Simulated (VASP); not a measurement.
# Mo (Im-3m) in VASP: further runs

Runs on Mo. Level: LDA. Tasks: single point.

All numbers are computed with VASP 6.6.1; they aren't measurements. Logs are shortened: lines on timing, memory, paths and dates and some standing lists are left out, and cuts for length are marked.

### 1 The cell of the first run

Symmetry: Im-3m, No. 229, cubic system. Conventional cell: a = 3.113 Å, b = 3.113 Å, c = 3.113 Å, α = 90.00°, β = 90.00°, γ = 90.00°. Within 3.6 Å of Mo (site symmetry m-3m) lie 14 Mo at 2.70 to 3.11 Å.

### 2 Single point, LDA

The input, INCAR:

```
PREC     = Accurate       # precision mode
ENCUT    = 520            # plane-wave cutoff, eV
EDIFF    = 1E-7           # SCF threshold, eV
ISMEAR   = -1             # smearing method
SIGMA    = 0.1            # smearing width, eV
LREAL    = F              # projectors in reciprocal space
LASPH    = T              # aspherical terms in the spheres
NELM     = 60             # most SCF steps
ALGO     = Normal         # electronic algorithm
ISIF     = 2              # what is computed and relaxed
LWAVE    = F              # write WAVECAR
LCHARG   = F              # write CHGCAR
GGA      = CA             # functional
NBANDS   = 13             # bands
```

The input, KPOINTS:

```
regular mesh
0
Gamma
  14 14 14
```

The input, POSCAR:

```
Mo
1.0
   -1.5565618036      1.5565618036      1.5565618036
    1.5565618036     -1.5565618036      1.5565618036
    1.5565618036      1.5565618036     -1.5565618036
Mo
1
Direct
    0.0000000000      0.0000000000      0.0000000000
```

Potentials or basis: VASP PAW LDA potentials, release 64 (Mo_sv).

Launch:

```
cat potpaw_LDA.64/Mo_sv/POTCAR > POTCAR
mpirun -np 1 vasp_std > vasp.out
```

OUTCAR:

```text
PREC = Accurate
   ENCUT = 520
   EDIFF = 1E-7
   ISMEAR = -1
   LREAL = F
   LASPH = T
   NELM = 60
   ISIF = 2
   GGA = CA

 ion  position               nearest neighbor table
   1  0.000  0.000  0.000-

  LATTYP: Found a body centered cubic cell.
 ALAT       =     3.1131236072

  Lattice vectors:

 A1 = (  -1.5565618036,   1.5565618036,   1.5565618036)
 A2 = (   1.5565618036,  -1.5565618036,   1.5565618036)
 A3 = (   1.5565618036,   1.5565618036,  -1.5565618036)

Analysis of symmetry for initial positions (statically):
=====================================================================
 Subroutine PRICEL returns:
 Original cell was already a primitive cell.

 Routine SETGRP: Setting up the symmetry group for a
 body centered cubic supercell.

 Subroutine GETGRP returns: Found 48 space group operations
[... 9 lines left out ...]

 Routine SETGRP: Setting up the symmetry group for a
 body centered cubic supercell.

 Subroutine GETGRP returns: Found 48 space group operations
[... 11 lines left out ...]
                                     Primitive cell

  volume of cell :      15.0855

  direct lattice vectors                    reciprocal lattice vectors
    -1.556561804  1.556561804  1.556561804     0.000000000  0.321220782  0.321220782
     1.556561804 -1.556561804  1.556561804     0.321220782  0.000000000  0.321220782
     1.556561804  1.556561804 -1.556561804     0.321220782  0.321220782  0.000000000

  length of vectors
     2.696044129  2.696044129  2.696044129     0.454274787  0.454274787  0.454274787

  position of ions in fractional coordinates (direct lattice)
     0.000000000  0.000000000  0.000000000

  ion indices of the primitive-cell ions
   primitive index   ion index
                 1           1

----------------------------------------------------------------------------------------

 KPOINTS: regular mesh

Automatic generation of k-mesh.
 Grid dimensions read from file:
 generate k-points for:   14   14   14

 Generating k-lattice:

  Cartesian coordinates                     Fractional coordinates (reciprocal lattice)
     0.000000000  0.022944342  0.022944342     0.071428571  0.000000000  0.000000000
     0.022944342  0.000000000  0.022944342     0.000000000  0.071428571  0.000000000
     0.022944342  0.022944342  0.000000000     0.000000000  0.000000000  0.071428571

  Length of vectors
     0.032448199  0.032448199  0.032448199

  Shift w.r.t. Gamma in fractional coordinates (k-lattice)
     0.000000000  0.000000000  0.000000000
[... 50 lines left out ...]
   NELM   =     60;   NELMIN=  2; NELMDL= -5     # of ELM steps
   EDIFF  = 0.1E-06   stopping-criterion for ELM
   LREAL  =      F    real-space projection
   EDIFFG = 0.1E-05   stopping-criterion for IOM
   NSW    =      0    number of steps for IOM
   IBRION =     -1    ionic relax: 0-MD 1-quasi-New 2-CG
   NFREE  =      0    steps in history (QN), initial steepest desc. (CG)
   ISIF   =      2    stress and relaxation
   ISYM   =      2    0-nonsym 1-usesym 2-fastsym
   POTIM  = 0.5000    time-step for ionic-motion
   TEBEG  =    0.0;   TEEND  =   0.0 temperature during run
   PSTRESS=    0.0 pullay stress
   NELECT =      14.0000    total number of electrons
   NUPDOWN=      -1.0000    fix difference up-down
   EMIN   =  10.00;   EMAX   =-10.00  energy-range for DOS
   EFERMI =   0.00;   METHOD = LEGACY
   ISMEAR =    -1;   SIGMA  =   0.10  broadening in eV -4-tet -1-fermi 0-gaus
   EFERMI_NEDOS =   21; number of points for ismear=-14 and -15
   IALGO  =     38    algorithm
   IMIX   =      4    mixing-type and parameters
     AMIX     =   0.40;   BMIX     =  1.00
     AMIX_MAG =   1.60;   BMIX_MAG =  1.00
  volume/ion in A,a.u.               =      15.09       101.80
  Fermi-wavevector in a.u.,A,eV,Ry     =   1.596851  3.017611 34.693959  2.549934
  Thomas-Fermi vector in A             =   2.694549
   LORBIT       =      0    0 simple, 1 ext, 2 COOP (PROOUT), +10 PAW based schemes
   GGA     = CA    functional components
   LHFCALC =     F    Hartree Fock is set to
   AEXX    =    0.0000 exact exchange contribution
   IVDW    =     0    specifies the selected vdW correction
   LEPSILON=     F    determine dielectric tensor
   LRPA    =     F    only Hartree local field effects (RPA)
 non-spin polarized calculation
  energy-cutoff  :      520.00
  volume of cell :       15.09
 maximum number of plane-waves:       420
   NGX =  9   NGY =  9   NGZ =  9

 number of electron      13.9999996 magnetization

 Free energy of the ion-electron system (eV)
  ---------------------------------------------------
  ext. energy  EPLUGINS =         0.00000000
  ---------------------------------------------------
  free energy    TOTEN  =       -12.13086796 eV

  energy without entropy =      -12.10108278  energy(sigma->0) =      -12.11597537

 E-fermi :  13.0814     XC(G=0): -13.8041

 val. band max:       13.0701803734   @ k =  -0.2857   0.3571   0.2143
 cond. band min:      13.0947416054   @ k =  -0.1429   0.2143   0.0714
 fundamental gap:      0.0245612320
 Fermi energy:        13.0813690063

 k-point     1 :       0.0000    0.0000    0.0000
  band No.  band energies     occupation
      1     -47.8991      2.00000
      2     -21.2512      2.00000
      3     -21.2512      2.00000
      4     -21.2512      2.00000
      5       5.7112      2.00000
      6      11.6010      2.00000
      7      11.6010      2.00000
      8      11.6010      2.00000
      9      14.7393      0.00000
     10      14.7393      0.00000
     11      27.9258      0.00000
     12      27.9258      0.00000
     13      27.9258      0.00000
[... 354 lines left out ...]
  band No.  band energies     occupation
      1     -47.5487      2.00000
      2     -22.4730      2.00000
      3     -22.2295      2.00000
      4     -21.4503      2.00000
      5       8.9963      2.00000
      6      10.2820      2.00000
      7      11.0900      2.00000
      8      15.0093      0.00000
      9      15.5361      0.00000
     10      22.8732      0.00000
     11      23.5627      0.00000
     12      25.0211      0.00000
     13      30.6859      0.00000

 [... further k-points ...]
[... 5 lines left out ...]
  --------------------------------------------------------------------------------------
  -------------------------------------------------------------------------------------
  Total        0.1170563      0.1170563      0.1170563     -0.0000000     -0.0000000      0.0000000
  in kB       12.4321501     12.4321501     12.4321501     -0.0000000     -0.0000000      0.0000000
  external PRESSURE =      12.4321501 kB  Pullay stress =       0.0000000 kB

 VOLUME and BASIS-vectors are now :
 -----------------------------------------------------------------------------
  energy-cutoff  :      520.00
  volume of cell :       15.09
      direct lattice vectors                 reciprocal lattice vectors
    -1.556561804  1.556561804  1.556561804     0.000000000  0.321220782  0.321220782
     1.556561804 -1.556561804  1.556561804     0.321220782  0.000000000  0.321220782
     1.556561804  1.556561804 -1.556561804     0.321220782  0.321220782  0.000000000

 POSITION                                       TOTAL-FORCE (eV/Angst)
 -----------------------------------------------------------------------------------
      0.00000      0.00000      0.00000        -0.000000      0.000000     -0.000000
 -----------------------------------------------------------------------------------
    total drift:                                0.000000     -0.000000      0.000000

  FREE ENERGIE OF THE ION-ELECTRON SYSTEM (eV)
  ---------------------------------------------------
  free  energy   TOTEN  =       -12.1308679592 eV

  energy  without entropy=      -12.1010827830  energy(sigma->0) =      -12.11597537
```

It took 22 s on 1 thread of Intel Xeon 8259CL, shared host; peak memory 0.13 GiB.

What came out:

```yaml
Free_energy: -12.1309 eV
Pressure: 1.2 GPa
Band_gap_on_the_k_mesh: zero (band 7 reaches 17.26 eV, above the bottom of band 8 at 11.60 eV)
```

Levels at points of the mesh, in eV from the Fermi level:
| k point | band 4 | band 5 | band 6 | band 7 | band 8 | band 9 | band 10 | band 11 |
| --- | --- | --- | --- | --- | --- | --- | --- | --- |
| (0.00, 0.00, 0.00) | -34.33 | -7.37 | -1.48 | -1.48 | -1.48 | 1.66 | 1.66 | 14.84 |
| (0.50, 0.00, 0.00) | -34.35 | -5.59 | -3.62 | 1.72 | 1.79 | 2.37 | 5.00 | 12.00 |
| (0.50, 0.50, 0.50) | -35.42 | -5.78 | -5.78 | 4.18 | 4.18 | 4.18 | 9.30 | 9.30 |

### 3 Single point, LDA

The input, INCAR:

```
SYSTEM = Mo
PREC = Accurate ; ENCUT = 520
EDIFF = 1E-6 ; ISMEAR = -1
SIGMA = 0.1 ; LREAL = .FALSE.
LASPH = .TRUE. ; NELM = 100
ALGO = Normal ; ISIF = 2
LWAVE = .FALSE. ; LCHARG = .FALSE.
GGA = CA ; NBANDS = 13
```

The input, KPOINTS:

```
regular mesh
0
G
  14 14 14
  0 0 0
```

POSCAR is that of step 2.

Potentials or basis: VASP PAW LDA potentials, release 64 (Mo_sv).

Launch:

```
cat potpaw_LDA.64/Mo_sv/POTCAR > POTCAR
mpirun -np 1 vasp_std > vasp.out
```

Wall time 22 s (1 thread of Intel Xeon 8259CL, shared host); peak memory 0.13 GiB.

The run converged. Its results:

```
Free energy            : -12.1309 eV
Pressure               : 1.2 GPa
Band gap on the k mesh : zero (band 7 reaches 17.26 eV, above the bottom of band 8 at 11.60 eV)
```

Levels at points of the mesh, in eV from the Fermi level:
| k point | band 4 | band 5 | band 6 | band 7 | band 8 | band 9 | band 10 | band 11 |
| --- | --- | --- | --- | --- | --- | --- | --- | --- |
| (0.00, 0.00, 0.00) | -34.33 | -7.37 | -1.48 | -1.48 | -1.48 | 1.66 | 1.66 | 14.84 |
| (0.50, 0.00, 0.00) | -34.35 | -5.59 | -3.62 | 1.72 | 1.79 | 2.37 | 5.00 | 12.00 |
| (0.50, 0.50, 0.50) | -35.42 | -5.78 | -5.78 | 4.18 | 4.18 | 4.18 | 9.30 | 9.30 |
